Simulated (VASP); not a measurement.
# Si in VASP: further runs

Si is run at these levels: PBE; tasks: single point.

All numbers are computed with VASP 6.6.1; they aren't measurements. Logs are shortened: lines on timing, memory, paths and dates and some standing lists are left out, and cuts for length are marked.

**1. The cell of the first run**

The cell holds a slab with vacuum, 6 atoms: a = 2.670 Å, b = 4.360 Å, c = 22.294 Å, α = 90.00°, β = 90.00°, γ = 90.00°.

**2. Single point, PBE**

File INCAR:

```
PREC = Accurate
ENCUT = 520
EDIFF = 1E-7
ISMEAR = -1
SIGMA = 0.1
LREAL = False
LASPH = True
NELM = 100
ALGO = Normal
ISIF = 2
LWAVE = False
LCHARG = True
LDIPOL = True
IDIPOL = 3
DIPOL = 0.5 0.5 0.500
GGA = PE
LELF = True
LVHAR = True
LVACPOTAV = True
NBANDS = 21
```

File KPOINTS:

```
Automatic mesh
0
Gamma
  15 10 1
```

File POSCAR:

```
Si
1.0
    2.6702107599      0.0000000000      0.0000000000
    0.0000000000      4.3604359116      0.0000000000
    0.0000000000      0.0000000000     22.2937000000
Si
6
Direct
    0.3333333335      0.2500000000      0.3588447157
    0.9999999995      0.7500000000      0.4153068298
    0.6666666665      0.2500000000      0.4717689433
    0.3333333335      0.7500000000      0.5282310567
    0.9999999995      0.2500000000      0.5846931709
    0.6666666665      0.7500000000      0.6411552843
```

Potentials or basis: VASP PAW PBE potentials, release 64 (Si).

Started as:

```console
$ cat potpaw_PBE.64/Si/POTCAR > POTCAR
$ mpirun -np 1 vasp_std > vasp.out
```

OUTCAR:

```text
PREC = Accurate
   ENCUT = 520
   EDIFF = 1E-7
   ISMEAR = -1
   LREAL = False
   LASPH = True
   NELM = 100
   ISIF = 2
   GGA = PE

 ion  position               nearest neighbor table
   1  0.333  0.250  0.359-   3 2.67   2 2.67   2 2.67   2 3.08   2 3.08   3 3.08
   2  1.000  0.750  0.415-   4 2.67   3 2.67   3 2.67   1 2.67   1 2.67   4 3.08   3 3.08   3 3.08
                             1 3.08   1 3.08
   3  0.667  0.250  0.472-   4 2.67   4 2.67   2 2.67   2 2.67   1 2.67   5 2.67   4 3.08   4 3.08
                             2 3.08   2 3.08   1 3.08   5 3.08
   4  0.333  0.750  0.528-   2 2.67   3 2.67   3 2.67   6 2.67   5 2.67   5 2.67   2 3.08   3 3.08
                             3 3.08   5 3.08   5 3.08   6 3.08
   5  1.000  0.250  0.585-   6 2.67   6 2.67   3 2.67   4 2.67   4 2.67   6 3.08   6 3.08   4 3.08
                             4 3.08   3 3.08
   6  0.667  0.750  0.641-   5 2.67   5 2.67   4 2.67   5 3.08   5 3.08   4 3.08

  LATTYP: Found a simple orthorhombic cell.
 ALAT       =     2.6702107599
 B/A-ratio  =     1.6329931618
 C/A-ratio  =     8.3490413322

  Lattice vectors:

 A1 = (   2.6702107599,   0.0000000000,   0.0000000000)
 A2 = (   0.0000000000,   4.3604359116,   0.0000000000)
 A3 = (   0.0000000000,   0.0000000000,  22.2937000000)

Analysis of symmetry for initial positions (statically):
=====================================================================
 Subroutine PRICEL returns:
 Original cell was already a primitive cell.

 Routine SETGRP: Setting up the symmetry group for a
 simple orthorhombic supercell.

 Subroutine GETGRP returns: Found  4 space group operations
 (whereof  2 operations were pure point group operations)
 out of a pool of  8 trial point group operations.

The static configuration has the point symmetry S_2 .
 The point group associated with its full space group is C_2h.

Analysis of symmetry for dynamics (positions and initial velocities):
=====================================================================
 Subroutine PRICEL returns:
 Original cell was already a primitive cell.

 Routine SETGRP: Setting up the symmetry group for a
 simple orthorhombic supercell.

 Subroutine GETGRP returns: Found  4 space group operations
 (whereof  2 operations were pure point group operations)
 out of a pool of  8 trial point group operations.

The dynamic configuration has the point symmetry S_2 .
 The point group associated with its full space group is C_2h.

 Subroutine INISYM returns: Found  4 space group operations
 (whereof  2 operations are pure point group operations),
 and found     1 'primitive' translations

----------------------------------------------------------------------------------------

                                     Primitive cell

  volume of cell :     259.5719

  direct lattice vectors                    reciprocal lattice vectors
     2.670210760  0.000000000  0.000000000     0.374502273  0.000000000  0.000000000
     0.000000000  4.360435912  0.000000000     0.000000000  0.229334869  0.000000000
     0.000000000  0.000000000 22.293700000     0.000000000  0.000000000  0.044855722

  length of vectors
     2.670210760  4.360435912 22.293700000     0.374502273  0.229334869  0.044855722

  position of ions in fractional coordinates (direct lattice)
     0.333333334  0.250000000  0.358844716
     0.999999999  0.750000000  0.415306830
     0.666666666  0.250000000  0.471768943
     0.333333334  0.750000000  0.528231057
     0.999999999  0.250000000  0.584693171
     0.666666666  0.750000000  0.641155284

  ion indices of the primitive-cell ions
   primitive index   ion index
                 1           1
                 2           2
                 3           3
                 4           4
                 5           5
                 6           6

----------------------------------------------------------------------------------------

 KPOINTS: Automatic mesh

Automatic generation of k-mesh.
 Grid dimensions read from file:
 generate k-points for:   15   10    1

 Generating k-lattice:

  Cartesian coordinates                     Fractional coordinates (reciprocal lattice)
     0.024966818  0.000000000  0.000000000     0.066666667  0.000000000  0.000000000
     0.000000000  0.022933487  0.000000000     0.000000000  0.100000000  0.000000000
     0.000000000  0.000000000  0.044855722     0.000000000  0.000000000  1.000000000

  Length of vectors
     0.024966818  0.022933487  0.044855722

  Shift w.r.t. Gamma in fractional coordinates (k-lattice)
     0.000000000  0.000000000  0.000000000

 Subroutine IBZKPT returns following result:
 ===========================================

 Found     48 irreducible k-points:

 Following reciprocal coordinates:
            Coordinates               Weight
  0.000000  0.000000  0.000000      1.000000
  0.066667  0.000000  0.000000      2.000000
  0.133333  0.000000  0.000000      2.000000
  0.200000  0.000000  0.000000      2.000000
  0.266667  0.000000  0.000000      2.000000
  0.333333  0.000000  0.000000      2.000000
[... 16 lines left out ...]
  0.400000  0.200000  0.000000      4.000000
  0.466667  0.200000  0.000000      4.000000
 [... further k-points ...]
   k-points           NKPTS =     48   k-points in BZ     NKDIM =     48   number of bands    NBANDS=     21
   number of dos      NEDOS =    301   number of ions     NIONS =      6
   total plane-waves  NPLWV = 107520
   dimension x,y,z NGX =    20 NGY =   32 NGZ =  168
   dimension x,y,z NGXF=    40 NGYF=   64 NGZF=  336
   ions per type =               6
   NGX,Y,Z   is equivalent  to a cutoff of  12.45, 12.20, 12.53 a.u.
   NGXF,Y,Z  is equivalent  to a cutoff of  24.90, 24.40, 25.06 a.u.
 SYSTEM =  unknown system
   PREC   = accura    normal or accurate (medium, high low for compatibility)
   ISTART =      0    job   : 0-new  1-cont  2-samecut
   ICHARG =      2    charge: 1-file 2-atom 10-const
   ISPIN  =      1    spin polarized calculation?
   LNONCOLLINEAR =      F non collinear calculations
   LSORBIT =      F    spin-orbit coupling
   LASPH  =      T    aspherical Exc in radial PAW
   ENCUT  =  520.0 eV  38.22 Ry    6.18 a.u.   4.96  8.11 41.45*2*pi/ulx,y,z
   NELM   =    100;   NELMIN=  2; NELMDL= -5     # of ELM steps
   EDIFF  = 0.1E-06   stopping-criterion for ELM
   LREAL  =      F    real-space projection
   EDIFFG = 0.1E-05   stopping-criterion for IOM
   NSW    =      0    number of steps for IOM
   IBRION =     -1    ionic relax: 0-MD 1-quasi-New 2-CG
   NFREE  =      0    steps in history (QN), initial steepest desc. (CG)
   ISIF   =      2    stress and relaxation
   ISYM   =      2    0-nonsym 1-usesym 2-fastsym
   POTIM  = 0.5000    time-step for ionic-motion
   TEBEG  =    0.0;   TEEND  =   0.0 temperature during run
   PSTRESS=    0.0 pullay stress
   NELECT =      24.0000    total number of electrons
   NUPDOWN=      -1.0000    fix difference up-down
   EMIN   =  10.00;   EMAX   =-10.00  energy-range for DOS
   EFERMI =   0.00;   METHOD = LEGACY
   ISMEAR =    -1;   SIGMA  =   0.10  broadening in eV -4-tet -1-fermi 0-gaus
   EFERMI_NEDOS =   21; number of points for ismear=-14 and -15
   IALGO  =     38    algorithm
   IMIX   =      4    mixing-type and parameters
     AMIX     =   0.40;   BMIX     =  1.00
     AMIX_MAG =   1.60;   BMIX_MAG =  1.00
  volume/ion in A,a.u.               =      43.26       291.95
  Fermi-wavevector in a.u.,A,eV,Ry     =   0.740274  1.398916  7.456076  0.548006
  Thomas-Fermi vector in A             =   1.834637
   LORBIT       =      0    0 simple, 1 ext, 2 COOP (PROOUT), +10 PAW based schemes
   GGA     = PE    functional components
   LHFCALC =     F    Hartree Fock is set to
   AEXX    =    0.0000 exact exchange contribution
   IVDW    =     0    specifies the selected vdW correction
   LEPSILON=     F    determine dielectric tensor
   LRPA    =     F    only Hartree local field effects (RPA)
 non-spin polarized calculation
  energy-cutoff  :      520.00
  volume of cell :      259.57
 maximum number of plane-waves:      7074
 NGX is ok and might be reduce to    20
   NGX =  9   NGY = 17   NGZ = 83

 dipolmoment           0.000000      0.000000     -0.000000 electrons x Angstroem

 number of electron      23.9999999 magnetization

 dipolmoment           0.000000      0.000000      0.000000 electrons x Angstroem

 Free energy of the ion-electron system (eV)
  ---------------------------------------------------
  ext. energy  EPLUGINS =         0.00000000
  ---------------------------------------------------
  free energy    TOTEN  =       -28.43175135 eV

  energy without entropy =      -28.33916717  energy(sigma->0) =      -28.38545926

 E-fermi :   0.3911     XC(G=0):  -4.7021

 val. band max:        0.3794360377   @ k =   0.4000   0.3000   0.0000
 cond. band min:       0.3976331899   @ k =   0.4000   0.2000   0.0000
 fundamental gap:      0.0181971522
 Fermi energy:         0.3910901912

 k-point     1 :       0.0000    0.0000    0.0000
  band No.  band energies     occupation
      1     -13.2399      2.00000
      2     -11.6353      2.00000
      3      -9.2650      2.00000
      4      -6.6547      2.00000
      5      -5.7843      2.00000
      6      -5.5506      2.00000
[... 13 lines left out ...]
     20       5.9047      0.00000
     21       6.0891      0.00000

 k-point     2 :       0.0667    0.0000    0.0000
  band No.  band energies     occupation
      1     -13.1495      2.00000
      2     -11.5455      2.00000
      3      -9.1761      2.00000
      4      -6.5667      2.00000
      5      -5.6962      2.00000
      6      -5.4654      2.00000
[... 13 lines left out ...]
     20       5.2337      0.00000
     21       6.0643      0.00000
[... 487 lines left out ...]
      5      -5.2770      2.00000
      6      -4.1540      2.00000
[... 13 lines left out ...]
     20       3.9280      0.00000
     21       4.6186      0.00000

 k-point    24 :       0.4667    0.2000    0.0000
  band No.  band energies     occupation
      1      -8.5633      2.00000
      2      -7.2528      2.00000
      3      -7.0115      2.00000
      4      -5.7523      2.00000
      5      -4.6610      2.00000
      6      -4.1437      2.00000
[... 13 lines left out ...]
     20       4.0106      0.00000
     21       4.4244      0.00000

 [... further k-points ...]

------------------------ aborting loop because EDIFF is reached ----------------------------------------

  FORCE on cell =-STRESS in cart. coord.  units (eV):
  Direction    XX          YY          ZZ          XY          YZ          ZX
  --------------------------------------------------------------------------------------
  -------------------------------------------------------------------------------------
  Total       -4.2434730     -3.3515549     -0.9660615      0.0000000      0.0000000      0.7124354
  in kB      -26.1923473    -20.6870860     -5.9629034      0.0000000      0.0000000      4.3974254
  external PRESSURE =     -17.6141122 kB  Pullay stress =       0.0000000 kB

 VOLUME and BASIS-vectors are now :
 -----------------------------------------------------------------------------
  energy-cutoff  :      520.00
  volume of cell :      259.57
      direct lattice vectors                 reciprocal lattice vectors
     2.670210760  0.000000000  0.000000000     0.374502273  0.000000000  0.000000000
     0.000000000  4.360435912  0.000000000     0.000000000  0.229334869  0.000000000
     0.000000000  0.000000000 22.293700000     0.000000000  0.000000000  0.044855722

 POSITION                                       TOTAL-FORCE (eV/Angst)
 -----------------------------------------------------------------------------------
      0.89007      1.09011      7.99998        -0.244294      0.000000      0.362050
      2.67021      3.27033      9.25873         0.208912     -0.000000     -0.379247
      1.78014      1.09011     10.51748         0.028397     -0.000000      0.085385
      0.89007      3.27033     11.77622        -0.028397      0.000000     -0.085385
      2.67021      1.09011     13.03497        -0.208912      0.000000      0.379247
      1.78014      3.27033     14.29372         0.244294     -0.000000     -0.362050
 -----------------------------------------------------------------------------------
    total drift:                                0.000000      0.000000      0.000002

  FREE ENERGIE OF THE ION-ELECTRON SYSTEM (eV)
  ---------------------------------------------------
  free  energy   TOTEN  =       -28.4317513542 eV

  energy  without entropy=      -28.3391671655  energy(sigma->0) =      -28.38545926

 vacuum level on the upper side and lower side of the slab         4.926         4.926
```

It took 4.3 min on 1 thread of Intel Xeon 6975P-C (Granite Rapids), shared host; peak memory 0.43 GiB.

Results:

```
Free energy            : -28.4318 eV
Largest force          : 0.437 eV/Å
Band gap on the k mesh : zero (bands 12 and 13 overlap by 3.33 eV)
```

Forces on the atoms (eV/Å):
```
Si  -0.244  0.000  0.362
Si   0.209  0.000 -0.379
Si   0.028  0.000  0.085
Si  -0.028  0.000 -0.085
Si  -0.209  0.000  0.379
Si   0.244  0.000 -0.362
```

Levels at points of the mesh, in eV from the Fermi level:
```tsv
k point	band 9	band 10	band 11	band 12	band 13	band 14	band 15	band 16
(0.00, 0.00, 0.00)	-3.26	-2.05	-1.95	-0.28	0.91	1.71	2.62	4.14
(0.00, 0.50, 0.00)	-1.30	-1.30	1.94	1.94	2.87	2.87	4.27	4.27
```

**3. Single point, PBE**

File INCAR:

```
SYSTEM = Si
PREC = Accurate
ENCUT = 520
EDIFF = 1E-6
ISMEAR = -1
SIGMA = 0.1
LREAL = .FALSE.
LASPH = .TRUE.
NELM = 80
ALGO = Normal
ISIF = 2
LWAVE = .FALSE.
LCHARG = .TRUE.
LDIPOL = .TRUE.
IDIPOL = 3
DIPOL = 0.5 0.5 0.500
GGA = PE
LELF = .TRUE.
LVHAR = .TRUE.
LVACPOTAV = .TRUE.
NBANDS = 21
```

File KPOINTS:

```
Automatic mesh
0
G
  15 10 1
  0 0 0
```

POSCAR is that of step 2.

Potentials or basis: VASP PAW PBE potentials, release 64 (Si).

Started as:

```console
$ cat potpaw_PBE.64/Si/POTCAR > POTCAR
$ mpirun -np 1 vasp_std > vasp.out
```

It took 3.7 min on 1 thread of Intel Xeon 6975P-C (Granite Rapids), shared host; peak memory 0.42 GiB.

Results (log left out):

```
Free energy            : -28.4317 eV
Largest force          : 0.437 eV/Å
Band gap on the k mesh : zero (bands 12 and 13 overlap by 3.33 eV)
```

Forces in eV/Å, atoms in the order of the input:
```
Si  -0.244  0.000  0.362
Si   0.209  0.000 -0.379
Si   0.028  0.000  0.085
Si  -0.028  0.000 -0.085
Si  -0.209  0.000  0.379
Si   0.244  0.000 -0.362
```

Levels at points of the mesh, in eV from the Fermi level:
| k point | band 8 | band 9 | band 10 | band 11 | band 12 | band 13 | band 14 | band 15 | band 16 | band 17 |
| --- | --- | --- | --- | --- | --- | --- | --- | --- | --- | --- |
| (0.00, 0.00, 0.00) | -4.40 | -3.26 | -2.05 | -1.95 | -0.28 | 0.91 | 1.71 | 2.62 | 4.15 | 4.21 |
| (0.00, 0.50, 0.00) | -4.62 | -1.30 | -1.30 | 1.94 | 1.94 | 2.87 | 2.87 | 4.27 | 4.27 | 4.80 |
